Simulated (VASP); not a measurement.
# Li: single point with PBEsol+D4

Li:

```
Li
1.0
     0.00000    3.20195    3.20195
     3.20195    0.00000    3.20195
     3.20195    3.20195    0.00000
Li
3
Direct
  0.25000 0.25000 0.25000
  0.75000 0.75000 0.75000
  0.50000 0.50000 0.50000
```

This isn't the form of Li at room conditions, which is bcc.

* Program: VASP 6.6.1
* Task: single point
* Functional: PBEsol
* Dispersion: D4
* Potentials or basis: VASP PAW PBE potentials, release 64 (Li_sv)
* Cutoff: 520 eV
* k mesh: 6 × 6 × 6
* Occupations: fermi-dirac, width 0.1 eV
* Spin: no spin polarisation
* Dipole correction: no
* Further INCAR settings: ALGO = Normal; EDIFF = 1e-06; NBANDS = 12

- Band gap on the k mesh: zero (an odd number of electrons rules out a gap without spin polarisation)
- Dispersion energy per atom: -0.010 eV

Levels at points of the mesh, in eV from the Fermi level:
| k point | band 1 | band 2 | band 3 | band 4 | band 5 | band 6 | band 7 | band 8 |
| --- | --- | --- | --- | --- | --- | --- | --- | --- |
| (0.00, 0.00, 0.00) | -46.34 | -46.28 | -46.28 | -3.51 | 4.12 | 4.12 | 4.12 | 4.57 |
| (0.50, 0.00, 0.00) | -46.33 | -46.28 | -46.28 | -1.58 | -1.29 | 2.97 | 2.97 | 4.37 |
| (0.50, 0.50, 0.00) | -46.33 | -46.28 | -46.28 | -0.94 | -0.46 | 0.94 | 0.94 | 4.14 |

Run time: 22 s on 1 thread of Intel Xeon 8259CL, with other jobs on the host, peak memory 0.19 GiB.
